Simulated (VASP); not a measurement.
Write the native input for VASP 6.6.1 that does the following.

```
Task                   : single point
Functional             : PBEsol
Potentials or basis    : VASP PAW PBE potentials, release 64 (W_sv, Si)
Cutoff                 : 520 eV
k mesh                 : 12 × 12 × 12
Occupations            : fermi-dirac, width 0.05 eV
Spin                   : no spin polarisation
Hubbard terms          : W d U = 8.0 eV
Dipole correction      : no
Further INCAR settings : ALGO = Normal; EDIFF = 1e-06; NBANDS = 18
```

The structure of Si2W lies in POSCAR:

```
Si2W
1.0
   -1.6081375433      1.6081375433      3.8803147707
    1.6081375433     -1.6081375433      3.8803147707
    1.6081375433      1.6081375433     -3.8803147707
W Si
1 2
Direct
    0.0000000000      0.0000000000      0.0000000000
    0.6622558257      0.6622558257      0.0000000000
    0.3377441743      0.3377441743      0.0000000000
```

These files were run (other wordings do the same):

INCAR

```
PREC = Accurate
ENCUT = 520
EDIFF = 1E-6
ISMEAR = -1
SIGMA = 0.05
LREAL = F
LASPH = T
NELM = 150
ALGO = Normal
ISIF = 2
LWAVE = F
LCHARG = T
LMAXMIX = 4
LDAU = T
LDAUTYPE = 2
LDAUL = 2 -1
LDAUU = 8 0
LDAUJ = 0 0
LDAUPRINT = 1
GGA = PS
LELF = T
LVHAR = T
NBANDS = 18
```

KPOINTS

```
regular mesh
0
Gamma
  12 12 12
```

Potentials or basis: VASP PAW PBE potentials, release 64 (W_sv, Si).

Launch:

```console
$ cat potpaw_PBE.64/W_sv/POTCAR potpaw_PBE.64/Si/POTCAR > POTCAR
$ mpirun -np 1 vasp_std > vasp.out
```

Results of the run:

| Item | Value |
| --- | --- |
| Pressure | 9.2 GPa |
| Largest force | 0.428 eV/Å |
| Band gap on the k mesh | zero (bands 11 and 12 overlap by 1.13 eV) |

Caveat: the cell stands under pressure; the PAW data sets were made with another functional, which shifts forces and pressure a little; spin-orbit coupling is left out, which moves the levels of the heavy elements; U without spin polarisation on a metal has little footing; the U is typed as a test and isn't derived for this compound.

Run time: 100 s on 1 thread of Intel(R) Xeon(R) Platinum 8488C (Sapphire Rapids), with other jobs on the host, peak memory 0.28 GiB.
